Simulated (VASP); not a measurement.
Here is a VASP 6.6.1 calculation.

File POSCAR:

```
C
1.0
   -2.1268362731     -1.2279462884      0.0110113261
    1.3968870171      0.0000000000     -3.5424027035
    5.0947780957     -8.8002817334      2.3304030450
C
10
Direct
    0.8222180101      0.1444318574      0.0666672544
    0.3888846768      0.2777651907      0.2666672544
   -0.0444486565      0.4110985240      0.4666672544
    0.5222180101      0.5444318574      0.6666672544
    0.0888846768      0.6777651907      0.8666672544
    0.6111153232     -0.2777651907      0.9333327456
    0.3444486565      0.1889014760      0.1333327456
    0.9111153232      0.3222348093      0.3333327456
    0.4777819899      0.4555681426      0.5333327456
    0.0444486565      0.5889014760      0.7333327456
```

INCAR.step1

```
PREC     = Accurate       # precision mode
ENCUT    = 520            # plane-wave cutoff, eV
ISMEAR   = 0              # smearing method
SIGMA    = 0.05           # smearing width, eV
LREAL    = F              # projectors in reciprocal space
LASPH    = T              # aspherical terms in the spheres
NELM     = 100            # most SCF steps
NBANDS   = 31             # bands
GGA      = PE             # functional
ALGO     = Normal         # electronic algorithm
EDIFF    = 1E-4           # SCF threshold, eV
LWAVE    = T              # write WAVECAR
LCHARG   = F              # write CHGCAR
```

Contents of INCAR.step2:

```
PREC     = Accurate       # precision mode
ENCUT    = 520            # plane-wave cutoff, eV
EDIFF    = 1E-6           # SCF threshold, eV
ISMEAR   = 0              # smearing method
SIGMA    = 0.05           # smearing width, eV
LREAL    = F              # projectors in reciprocal space
LASPH    = T              # aspherical terms in the spheres
NELM     = 100            # most SCF steps
ALGO     = Normal         # electronic algorithm
ISIF     = 2              # what is computed and relaxed
LWAVE    = F              # write WAVECAR
LCHARG   = F              # write CHGCAR
METAGGA  = R2SCAN         # meta-GGA
LMIXTAU  = T            
NBANDS   = 31             # bands
ISTART   = 1
```

Contents of KPOINTS:

```
Automatic mesh
0
Gamma
  11 8 3
```

Potentials or basis: VASP PAW PBE potentials, release 64 (C).

Run with:

```sh
$ cat potpaw_PBE.64/C/POTCAR > POTCAR
$ cp INCAR.step1 INCAR
$ mpirun -np 1 vasp_std > vasp.out
$ cp INCAR.step2 INCAR
$ mpirun -np 1 vasp_std > vasp.out
```

(1) What does it give for the pressure?

(2) Predict the largest force.

(3) Predict the band gap on the k mesh.

Results:

(1) -4.0 GPa.

(2) 4.640 eV/Å.

(3) zero (bands 20 and 21 overlap by 0.37 eV).

Caveat: the cell differs from its parent crystal (the part above a cut slid along it); the cell stands under tension; the PAW data sets were made with another functional, which shifts forces and pressure a little.
